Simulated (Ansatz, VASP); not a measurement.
SiO2: VASP beside Ansatz

File INCAR:

```
SYSTEM = SiO2
  PREC = Accurate
  ENCUT = 520
  EDIFF = 1E-6
  ISMEAR = 0
  SIGMA = 0.05
  LREAL = .FALSE.
  LASPH = .TRUE.
  NELM = 100
  ALGO = Normal
  ISIF = 2
  LWAVE = .FALSE.
  LCHARG = .FALSE.
  NBANDS = 25
```

Contents of KPOINTS:

```
regular mesh
0
G
  6 6 8
  0 0 0
```

File POSCAR:

```
SiO2
1.0
    4.0305000000      0.0000000000      0.0000000000
    0.0000000000      4.0305000000      0.0000000000
    0.0000000000      0.0000000000      2.9807000000
Si O
2 4
Direct
    0.5000000000      0.5000000000      0.5000000000
    0.0000000000      0.0000000000      0.0000000000
    0.6944252994      0.6944252994      0.0000000000
    0.1944252994      0.8055747006      0.5000000000
    0.3055747006      0.3055747006      0.0000000000
    0.8055747006      0.1944252994      0.5000000000
```

Input for Ansatz:

```yaml
crystal:
  lattice:
    - [4.0305, 0.0, 0.0]
    - [0.0, 4.0305, 0.0]
    - [0.0, 0.0, 2.9807]
  atoms:
    - { symbol: Si, position: [0.5, 0.5, 0.5] }
    - { symbol: Si, position: [0.0, 0.0, 0.0] }
    - { symbol: O, position: [0.6944252994, 0.6944252994, 0.0] }
    - { symbol: O, position: [0.1944252994, 0.8055747006, 0.5] }
    - { symbol: O, position: [0.3055747006, 0.3055747006, 0.0] }
    - { symbol: O, position: [0.8055747006, 0.1944252994, 0.5] }
basis:
  ecutwfc: 520.0
kpoints:
  mp_grid: { grid: [6, 6, 8] }
hamiltonian:
  xc: lda
  pseudopotentials: { kind: paw, azcp: { folder: soft_1 } }
scf:
  occupations: { method: gaussian, width: 0.05 }
output:
  forces: true
  stress: true
  eigenvalues: true
```

Alike in both runs: task single point; functional LDA; k mesh 6 × 6 × 8; occupations gaussian, width 0.05 eV; no spin polarisation.

|  | VASP | Ansatz |
| --- | --- | --- |
| version | VASP 6.6.1 | Ansatz 0.2.0 |
| potentials or method | VASP PAW LDA potentials, release 64 (Si, O), cutoff 520 eV | scalar-relativistic, plane waves, PAW |
| valence electrons in the cell | 32 | 32 |

Ansatz gave:

- gap on the k mesh at the Fermi level (eV): 4.35
- least direct gap on the mesh (eV): 4.35
- pressure (GPa): -17.2
- traceless stress, the component that is largest in VASP (GPa): -35.60
- rms of the force components (eV/Å): 0.296

Q: Estimate VASP's values.

A: gap on the k mesh at the Fermi level (eV): 4.35; least direct gap on the mesh (eV): 4.35; pressure (GPa): -16.3; traceless stress, the component that is largest in VASP (GPa): -35.65; rms of the force components (eV/Å): 0.284.

Ansatz warns that its potentials were made for another functional, while VASP's fit it. LDA's correlation is that of Perdew and Zunger in VASP and of Perdew and Wang (1992) in Ansatz. Atom by atom the forces differ by 0.012 eV/Å (rms over components).
